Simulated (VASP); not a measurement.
YN, 2 atoms in the cell. It takes space group Fm-3m (No. 225, cubic). The conventional cell has a = 4.896 Å, b = 4.896 Å, c = 4.896 Å, α = 90.00°, β = 90.00°, γ = 90.00°. Within 3.2 Å of Y (site symmetry m-3m) lie 6 N at 2.45 Å. N (site symmetry m-3m) has 6 Y at 2.45 Å within 3.2 Å. 

| Property | Result |
| --- | --- |
| Program | VASP 6.6.1 |
| Task | single point |
| Functional | r2SCAN |
| Potentials or basis | VASP PAW PBE potentials, release 64 (Y_sv, N) |
| Cutoff | 660 eV |
| k mesh | 6 × 6 × 6 |
| Occupations | gaussian, width 0.01 eV |
| Spin | no spin polarisation |
| Dipole correction | no |
| Further INCAR settings | ALGO = Normal; EDIFF = 1e-06; NBANDS = 15 |

Potentials or basis: VASP PAW PBE potentials, release 64 (Y_sv, N).

Launch:

```sh
$ cat potpaw_PBE.64/Y_sv/POTCAR potpaw_PBE.64/N/POTCAR > POTCAR
$ cp INCAR.step1 INCAR
$ mpirun -np 1 vasp_std > vasp.out
$ cp INCAR.step2 INCAR
$ mpirun -np 1 vasp_std > vasp.out
```

Hardware: 1 thread of Intel Xeon 8259CL, on a shared host.

Estimate the wall time of this run.

It took 120 s on 1 thread of Intel Xeon 8259CL, on a shared host, peak memory 0.19 GiB. Counts: k points 16.
